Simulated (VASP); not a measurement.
# H8C2O in VASP: a series of runs

The runs below take H8C2O through single point, with PBE.

Program: VASP 6.6.1. These are calculated values, not measurements. Logs are shortened: lines on timing, memory, paths and dates and some standing lists are left out, and cuts for length are marked.

### 1 The cell of the first run

The cell holds a disordered packing, 33 atoms: a = 7.250 Å, b = 7.250 Å, c = 7.250 Å, α = 90.00°, β = 90.00°, γ = 90.00°.

### 2 Single point, PBE

File INCAR:

```
PREC = Accurate
ENCUT = 520
EDIFF = 1E-6
ISMEAR = -1
SIGMA = 0.02
LREAL = Auto
LASPH = T
NELM = 120
ALGO = Normal
ISIF = 2
LWAVE = F
LCHARG = F
GGA = PE
NBANDS = 55
GGA_COMPAT = F
```

File KPOINTS:

```
Automatic mesh
0
Gamma
  1 1 1
```

File POSCAR:

```
H8C2O
1.0
    7.2495050000      0.0000000000      0.0000000000
    0.0000000000      7.2495050000      0.0000000000
    0.0000000000      0.0000000000      7.2495050000
H C O
24 6 3
Direct
   -0.3080900006      0.4091175880     -0.1218152136
   -0.3707563482      0.4709011167     -0.0769431844
   -0.0487067738      0.2342228883      0.9166832770
   -0.1002827090      0.2722392770      0.8342086805
    0.2876472256      1.1606999374      0.8787772407
    0.3694183258      1.1469610684      0.9428367868
    0.3600797572      0.5046965276      0.4750117422
    0.5650316815      0.2068555025      0.5135109225
    0.6306775428      0.2972616751      0.3055656903
    0.4158077000      0.0581970769      0.2935648710
    0.2342090943      0.1991032491      0.4019722726
    0.2815088754      0.2207736942      0.1814606652
    0.4413128896      0.6362503371      0.2674665374
    0.1714461884      0.8247735535      0.1649491931
    0.1386577428      0.5775014984      0.1438994800
    0.0644043973      0.7958474406     -0.1268776282
    0.2824882526      0.8251735808     -0.1534863415
    0.2227876248      0.5968131617     -0.1737635880
    0.6734804652      0.8185386451      0.2217806595
    0.9174419495      0.7660523029      0.4704459132
    0.7099795089      0.8529409939      0.5492650878
    1.0547754640      1.0211593757      0.6259323912
    1.0056962510      1.1094136772      0.4014618929
    0.8308567275      1.1466851875      0.5698871854
    0.3451408062      0.1934338965      0.3082417351
    0.5218149377      0.2792052699      0.3931578777
    0.1972410530      0.7246425790     -0.1152216600
    0.2294501487      0.7055240323      0.0986412176
    0.9332085432      1.0357948577      0.5121729001
    0.8151866921      0.8764460470      0.4473270934
    0.4901576039      0.4877850281      0.4578105678
    0.4363470333      0.7102691839      0.1419683137
    0.7390711504      0.9235802996      0.2821434015
```

Potentials or basis: VASP PAW PBE potentials, release 64 (H, C, O).

The run is started by

```bash
cat potpaw_PBE.64/H/POTCAR potpaw_PBE.64/C/POTCAR potpaw_PBE.64/O/POTCAR > POTCAR
mpirun -np 1 vasp_gam > vasp.out
```

OUTCAR:

```text
PREC = Accurate
   ENCUT = 520
   EDIFF = 1E-6
   ISMEAR = -1
   LREAL = Auto
   LASPH = T
   NELM = 120
   ISIF = 2
   GGA = PE

 ion  position               nearest neighbor table
   1  0.692  0.409  0.878-   2 0.72
   2  0.629  0.471  0.923-   1 0.72
   3  0.951  0.234  0.917-   4 0.76
   4  0.900  0.272  0.834-   3 0.76
   5  0.288  0.161  0.879-   6 0.76
   6  0.369  0.147  0.943-   5 0.76
[... 16 lines left out ...]
  23  0.006  0.109  0.401-  29 1.10
  24  0.831  0.147  0.570-  29 1.17
  25  0.345  0.193  0.308-  12 1.05  11 1.05  10 1.11  26 1.55
  26  0.522  0.279  0.393-   9 1.02   8 1.07  25 1.55  31 1.60
  27  0.197  0.725  0.885-  17 0.99  18 1.04  16 1.10  28 1.57
  28  0.229  0.706  0.099-  14 1.07  15 1.18  32 1.53  27 1.57
  29  0.933  0.036  0.512-  23 1.10  24 1.17  22 1.21  30 1.51
  30  0.815  0.876  0.447-  21 1.08  20 1.10  33 1.36  29 1.51
  31  0.490  0.488  0.458-   7 0.96  26 1.60
  32  0.436  0.710  0.142-  13 1.06  28 1.53
  33  0.739  0.924  0.282-  19 1.00  30 1.36

  LATTYP: Found a simple cubic cell.
 ALAT       =     7.2495050000

  Lattice vectors:

 A1 = (   7.2495050000,   0.0000000000,   0.0000000000)
 A2 = (   0.0000000000,   7.2495050000,   0.0000000000)
 A3 = (   0.0000000000,   0.0000000000,   7.2495050000)

Analysis of symmetry for initial positions (statically):
=====================================================================
 Subroutine PRICEL returns:
 Original cell was already a primitive cell.

 Routine SETGRP: Setting up the symmetry group for a
 simple cubic supercell.

 Subroutine GETGRP returns: Found  1 space group operations
 (whereof  1 operations were pure point group operations)
 out of a pool of 48 trial point group operations.

The static configuration has the point symmetry C_1 .

Analysis of symmetry for dynamics (positions and initial velocities):
=====================================================================
 Subroutine PRICEL returns:
 Original cell was already a primitive cell.

 Routine SETGRP: Setting up the symmetry group for a
 simple cubic supercell.

 Subroutine GETGRP returns: Found  1 space group operations
 (whereof  1 operations were pure point group operations)
 out of a pool of 48 trial point group operations.

The dynamic configuration has the point symmetry C_1 .

 Subroutine INISYM returns: Found  1 space group operations
 (whereof  1 operations are pure point group operations),
 and found     1 'primitive' translations

----------------------------------------------------------------------------------------

                                     Primitive cell

  volume of cell :     381.0001

  direct lattice vectors                    reciprocal lattice vectors
     7.249505000  0.000000000  0.000000000     0.137940452  0.000000000  0.000000000
     0.000000000  7.249505000  0.000000000     0.000000000  0.137940452  0.000000000
     0.000000000  0.000000000  7.249505000     0.000000000  0.000000000  0.137940452

  length of vectors
     7.249505000  7.249505000  7.249505000     0.137940452  0.137940452  0.137940452

  position of ions in fractional coordinates (direct lattice)
     0.691909999  0.409117588  0.878184786
     0.629243652  0.470901117  0.923056816
     0.951293226  0.234222888  0.916683277
     0.899717291  0.272239277  0.834208680
     0.287647226  0.160699937  0.878777241
     0.369418326  0.146961068  0.942836787
[... 25 lines left out ...]
     0.436347033  0.710269184  0.141968314
     0.739071150  0.923580300  0.282143402

  ion indices of the primitive-cell ions
   primitive index   ion index
                 1           1
                 2           2
                 3           3
                 4           4
                 5           5
                 6           6
[... 25 lines left out ...]
                32          32
                33          33

----------------------------------------------------------------------------------------

 KPOINTS: Automatic mesh

Automatic generation of k-mesh.
 Grid dimensions read from file:
 generate k-points for:    1    1    1

 Generating k-lattice:

  Cartesian coordinates                     Fractional coordinates (reciprocal lattice)
     0.137940452  0.000000000  0.000000000     1.000000000  0.000000000  0.000000000
     0.000000000  0.137940452  0.000000000     0.000000000  1.000000000  0.000000000
     0.000000000  0.000000000  0.137940452     0.000000000  0.000000000  1.000000000

  Length of vectors
     0.137940452  0.137940452  0.137940452

  Shift w.r.t. Gamma in fractional coordinates (k-lattice)
     0.000000000  0.000000000  0.000000000

 Subroutine IBZKPT returns following result:
 ===========================================

 Found      1 irreducible k-points:

 Following reciprocal coordinates:
            Coordinates               Weight
  0.000000  0.000000  0.000000      1.000000
   k-points           NKPTS =      1   k-points in BZ     NKDIM =      1   number of bands    NBANDS=     55
   number of dos      NEDOS =    301   number of ions     NIONS =     33
   total plane-waves  NPLWV = 157464
   dimension x,y,z NGX =    54 NGY =   54 NGZ =   54
   dimension x,y,z NGXF=   108 NGYF=  108 NGZF=  108
   ions per type =              24   6   3
   NGX,Y,Z   is equivalent  to a cutoff of  12.38, 12.38, 12.38 a.u.
   NGXF,Y,Z  is equivalent  to a cutoff of  24.77, 24.77, 24.77 a.u.
 SYSTEM =  unknown system
   PREC   = accura    normal or accurate (medium, high low for compatibility)
   ISTART =      0    job   : 0-new  1-cont  2-samecut
   ICHARG =      2    charge: 1-file 2-atom 10-const
   ISPIN  =      1    spin polarized calculation?
   LNONCOLLINEAR =      F non collinear calculations
   LSORBIT =      F    spin-orbit coupling
   LASPH  =      T    aspherical Exc in radial PAW
   ENCUT  =  520.0 eV  38.22 Ry    6.18 a.u.  13.48 13.48 13.48*2*pi/ulx,y,z
   NELM   =    120;   NELMIN=  2; NELMDL= -5     # of ELM steps
   EDIFF  = 0.1E-05   stopping-criterion for ELM
   LREAL  =      T    real-space projection
   EDIFFG = 0.1E-04   stopping-criterion for IOM
   NSW    =      0    number of steps for IOM
   IBRION =     -1    ionic relax: 0-MD 1-quasi-New 2-CG
   NFREE  =      0    steps in history (QN), initial steepest desc. (CG)
   ISIF   =      2    stress and relaxation
   ISYM   =      2    0-nonsym 1-usesym 2-fastsym
   POTIM  = 0.5000    time-step for ionic-motion
   TEBEG  =    0.0;   TEEND  =   0.0 temperature during run
   PSTRESS=    0.0 pullay stress
   NELECT =      66.0000    total number of electrons
   NUPDOWN=      -1.0000    fix difference up-down
   EMIN   =  10.00;   EMAX   =-10.00  energy-range for DOS
   EFERMI =   0.00;   METHOD = LEGACY
   ISMEAR =    -1;   SIGMA  =   0.02  broadening in eV -4-tet -1-fermi 0-gaus
   EFERMI_NEDOS =   21; number of points for ismear=-14 and -15
   IALGO  =     38    algorithm
   IMIX   =      4    mixing-type and parameters
     AMIX     =   0.40;   BMIX     =  1.00
     AMIX_MAG =   1.60;   BMIX_MAG =  1.00
  volume/ion in A,a.u.               =      11.55        77.91
  Fermi-wavevector in a.u.,A,eV,Ry     =   0.912601  1.724567 11.331494  0.832841
  Thomas-Fermi vector in A             =   2.037016
   LORBIT       =      0    0 simple, 1 ext, 2 COOP (PROOUT), +10 PAW based schemes
   GGA     = PE    functional components
   LHFCALC =     F    Hartree Fock is set to
   AEXX    =    0.0000 exact exchange contribution
   IVDW    =     0    specifies the selected vdW correction
   LEPSILON=     F    determine dielectric tensor
   LRPA    =     F    only Hartree local field effects (RPA)
 non-spin polarized calculation
  energy-cutoff  :      520.00
  volume of cell :      381.00
 maximum number of plane-waves:      5126
 NGX is ok and might be reduce to    54
   NGX = 27   NGY = 27   NGZ = 27

 number of electron      66.0000001 magnetization

 Free energy of the ion-electron system (eV)
  ---------------------------------------------------
  ext. energy  EPLUGINS =         0.00000000
  ---------------------------------------------------
  free energy    TOTEN  =      -158.52306875 eV

  energy without entropy =     -158.52306875  energy(sigma->0) =     -158.52306875

 E-fermi :  -2.8037     XC(G=0):  -6.0323

 val. band max:       -3.3697376750   @ k =   0.0000   0.0000   0.0000
 cond. band min:       1.6306146450   @ k =   0.0000   0.0000   0.0000
 fundamental gap:      5.0003523200
 Fermi energy:        -2.8036691214

 k-point     1 :       0.0000    0.0000    0.0000
  band No.  band energies     occupation
      1     -23.1456      2.00000
      2     -22.3880      2.00000
      3     -21.5990      2.00000
      4     -16.3434      2.00000
      5     -15.9700      2.00000
      6     -15.7902      2.00000
[... 37 lines left out ...]
     44       4.4610      0.00000
     45       4.6985      0.00000
 [bands above 45 left out]

------------------------ aborting loop because EDIFF is reached ----------------------------------------

  FORCE on cell =-STRESS in cart. coord.  units (eV):
  Direction    XX          YY          ZZ          XY          YZ          ZX
  --------------------------------------------------------------------------------------
  -------------------------------------------------------------------------------------
  Total       -2.7574181      3.0431612      4.7757463      1.7674052     -0.6980745     -6.8837098
  in kB      -11.5954644     12.7970683     20.0829159      7.4322728     -2.9355351    -28.9473008
  external PRESSURE =       7.0948399 kB  Pullay stress =       0.0000000 kB

 VOLUME and BASIS-vectors are now :
 -----------------------------------------------------------------------------
  energy-cutoff  :      520.00
  volume of cell :      381.00
      direct lattice vectors                 reciprocal lattice vectors
     7.249505000  0.000000000  0.000000000     0.137940452  0.000000000  0.000000000
     0.000000000  7.249505000  0.000000000     0.000000000  0.137940452  0.000000000
     0.000000000  0.000000000  7.249505000     0.000000000  0.000000000  0.137940452

 POSITION                                       TOTAL-FORCE (eV/Angst)
 -----------------------------------------------------------------------------------
      5.01601      2.96590      6.36640         0.695572     -0.742657     -0.567009
      4.56170      3.41380      6.69170        -0.940439      0.905175      0.613023
      6.89640      1.69800      6.64550        -0.052456      0.061162     -0.155523
      6.52250      1.97360      6.04760         0.313525     -0.167028      0.275940
      2.08530      1.16499      6.37070         0.263178     -0.025258      0.055036
      2.67810      1.06540      6.83510        -0.228387      0.036529     -0.376305
[... 25 lines left out ...]
      3.16330      5.14910      1.02920        -2.383875     -1.935816      1.565227
      5.35790      6.69550      2.04540        -0.500311     -0.702669     -2.467432
 -----------------------------------------------------------------------------------
    total drift:                                0.000888      0.017050     -0.002710

  FREE ENERGIE OF THE ION-ELECTRON SYSTEM (eV)
  ---------------------------------------------------
  free  energy   TOTEN  =      -158.5230687479 eV

  energy  without entropy=     -158.5230687479  energy(sigma->0) =     -158.52306875
```

Wall time 81 s (1 thread of AMD EPYC 7R43 (Zen 3), shared host); peak memory 0.31 GiB.

What came out:

```
Free energy            : -158.5231 eV
Pressure               : 0.7 GPa
Largest force          : 5.143 eV/Å
Band gap on the k mesh : 5.00 eV
```

Forces on the atoms (eV/Å):
```
H    0.696 -0.743 -0.567
H   -0.940  0.905  0.613
H   -0.052  0.061 -0.156
H    0.314 -0.167  0.276
H    0.263 -0.025  0.055
H   -0.228  0.037 -0.376
H   -0.790 -0.326  0.447
H   -0.029 -0.482  0.863
H    2.083  0.082 -1.968
H   -1.220 -0.542  0.042
H   -0.686 -0.484  1.426
H    0.186  1.255 -1.741
H    0.525  0.833 -1.810
H   -0.346  0.583  0.479
H    1.804  1.193 -0.050
H   -0.558 -0.911 -0.407
H    3.192  2.767 -1.655
H   -0.062 -1.725 -1.444
H    0.170  0.764  0.451
H   -0.362 -1.095 -1.260
H   -0.699 -0.345  0.735
H   -2.253 -0.459 -1.587
H   -0.349 -0.413 -0.345
H    1.442 -0.919 -0.426
C    3.231 -1.022  1.387
C   -3.879  3.327  0.586
C   -2.089 -0.224  4.178
C    0.202 -0.908 -0.921
C    0.338  3.010  2.363
C    1.990  0.021  2.450
O    0.994 -1.409 -0.735
O   -2.384 -1.936  1.565
O   -0.500 -0.703 -2.467
```

Stress tensor (GPa, compression positive):
```
-1.16  0.74 -2.89
 0.74  1.28 -0.29
-2.89 -0.29  2.01
```

Caveat: the k points lie up to 0.87 Å⁻¹ apart, too coarse for converged energies, forces and pressures.

### 3 Single point, PBE

File INCAR:

```
SYSTEM = H8C2O
  PREC = Accurate
  ENCUT = 1000
  EDIFF = 1E-6
  ISMEAR = -1
  SIGMA = 0.02
  LREAL = Auto
  LASPH = .True.
  NELM = 120
  ALGO = Normal
  ISIF = 2
  LWAVE = .False.
  LCHARG = .False.
  GGA = PE
  NBANDS = 55
  GGA_COMPAT = .False.
```

File KPOINTS:

```
Automatic mesh
0
Gamma
  1 1 1
  0 0 0
```

File POSCAR:

```
H8C2O
1.0
    7.2495050000      0.0000000000      0.0000000000
    0.0000000000      7.2495050000      0.0000000000
    0.0000000000      0.0000000000      7.2495050000
H C O
24 6 3
Direct
   -0.0787981482      0.4746063469      0.5644648397
   -0.1473688452      0.5135834154      0.6317497730
    0.0792718077      0.2149352759      0.9345491144
    0.0856084365      0.2924149649      0.8657780569
    0.5928018558      0.8230100761      0.9382482235
    0.6609948785      0.8675518001      0.8706921289
    0.4388074755      0.5367380340      0.6138652568
    0.3712281153      0.2234069156      0.5967412235
    0.5771200647      0.2790752601      0.4713062622
    0.3735541108      0.0868732946      0.2767916091
    0.1883381790      0.2465989271      0.3023734850
    0.3922818710      0.3126950595      0.1804368889
    0.4085374442      0.6338659073      0.2806219403
    0.1535252104      0.8470634903      0.2226609792
    0.1194720478      0.6054321006      0.1925928079
    0.0042180137      0.7909447679     -0.0763575290
    0.2312812034      0.8764071982     -0.1161864352
    0.1828203096      0.6355238969     -0.1454074569
    0.7112136998      1.0100572433      0.1303538236
    0.8090634398      0.7778836880      0.3255401108
    0.6242270644      0.9069151938      0.4216858956
    0.8848447964      0.8696248951      0.6462555154
    1.0368230506      0.9828985277      0.4911126033
    0.8507597383      1.1068176349      0.5926325299
    0.3392112526      0.2330054550      0.2987247872
    0.4267770564      0.2997832552      0.4767026292
    0.1521664974      0.7586556574     -0.0609144909
    0.1972114681      0.7258625825      0.1405778652
    0.8921835307      0.9726045190      0.5355173621
    0.7697154952      0.9160137553      0.3762781407
    0.3855215176      0.4946147444      0.4982184636
    0.3912838071      0.6952034085      0.1608443393
    0.7888509554      1.0499937084      0.2320772567
```

Potentials or basis: VASP PAW PBE potentials, release 64 (H_h, C_h, O_h).

The run is started by

```bash
cat potpaw_PBE.64/H_h/POTCAR potpaw_PBE.64/C_h/POTCAR potpaw_PBE.64/O_h/POTCAR > POTCAR
mpirun -np 1 vasp_gam > vasp.out
```

It took 2.2 min on 1 thread of Intel Xeon Platinum 8375C at 2.90GHz (Ice Lake), shared host; peak memory 0.93 GiB.

The run converged. Its results:

| Property | Result |
| --- | --- |
| Free energy | -161.8217 eV |
| Pressure | -0.2 GPa |
| Largest force | 0.316 eV/Å |
| Band gap on the k mesh | 5.27 eV |

Forces on the atoms (eV/Å):
```
H   -0.011  0.000  0.004
H    0.011 -0.001 -0.001
H   -0.007  0.014 -0.015
H    0.004 -0.012  0.021
H    0.202  0.127 -0.208
H   -0.204 -0.136  0.200
H   -0.025 -0.015 -0.072
H    0.039  0.052 -0.074
H   -0.001  0.000  0.005
H   -0.028  0.124  0.022
H    0.012  0.006 -0.002
H   -0.046 -0.079  0.109
H   -0.001  0.027 -0.023
H    0.026 -0.065 -0.045
H    0.026  0.049 -0.023
H    0.132 -0.031  0.004
H   -0.079 -0.097  0.039
H   -0.028  0.125  0.077
H    0.003 -0.008 -0.009
H   -0.009  0.011  0.007
H    0.027  0.002 -0.005
H    0.000 -0.002 -0.003
H   -0.022 -0.008  0.009
H    0.001 -0.009 -0.005
C    0.107  0.003  0.000
C   -0.099 -0.007 -0.020
C   -0.021  0.008 -0.102
C   -0.026  0.013  0.023
C    0.017  0.005 -0.025
C   -0.005  0.004  0.008
O    0.055 -0.060  0.045
O   -0.026 -0.028  0.038
O   -0.024 -0.009  0.019
```

Stress tensor (GPa, compression positive):
```
-0.12 -0.16  0.16
-0.16 -0.24 -0.06
 0.16 -0.06 -0.13
```

Levels at points of the mesh, in eV from the valence-band top:
```csv
k point,band 29,band 30,band 31,band 32,band 33,band 34,band 35,band 36,band 37,band 38
"(0.00, 0.00, 0.00)",-1.96,-1.63,-0.72,-0.20,0.00,5.27,5.94,6.30,6.36,6.76
```

Caveat: the k points lie up to 0.87 Å⁻¹ apart, too coarse for converged energies, forces and pressures.
